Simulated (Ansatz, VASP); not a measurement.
# One calculation of Ti2Si3, two programs

```
Ti Si
1.0
     5.86600    0.00000    0.00000
     0.00000    5.86600    0.00000
     0.00000    0.00000    5.86600
Ti Si
4 6
Cartesian
  1.4665 1.4665 1.4665
  1.4665 4.3995 4.3995
  4.3995 4.3995 1.4665
  4.3995 1.4665 4.3995
  0.0000 2.9330 2.9330
  0.0000 2.9330 0.0000
  2.9330 0.0000 2.9330
  0.0000 0.0000 2.9330
  2.9330 0.0000 0.0000
  2.9330 2.9330 0.0000
```

Change from the starting cell: species swapped into the Zn3As2 type (Pn-3m, No. 224).

Alike in both runs: task relaxation of cell and atoms; functional PBE; k mesh 6 × 6 × 6; occupations gaussian, width 0.1 eV; no spin polarisation.

```csv
,VASP,Ansatz
version,VASP 6.6.1,Ansatz 0.2.0
potentials or method,"VASP PAW PBE potentials, release 64 (Ti_sv, Si), cutoff 600 eV","scalar-relativistic, plane waves, PAW"
valence electrons in the cell,72,72
```

```tsv
	VASP	Ansatz	Ansatz less VASP
gap on the k mesh at the Fermi level, each at its own relaxed structure (eV)	none	none	-
relaxed volume (Å³/atom)	20.14	20.15	+0.012
relaxed length of the cell vector where the two differ most in proportion (Å)	5.861	5.862	+0.0012
```

A gap of «none» marks a metal or a gap that the smearing closes.
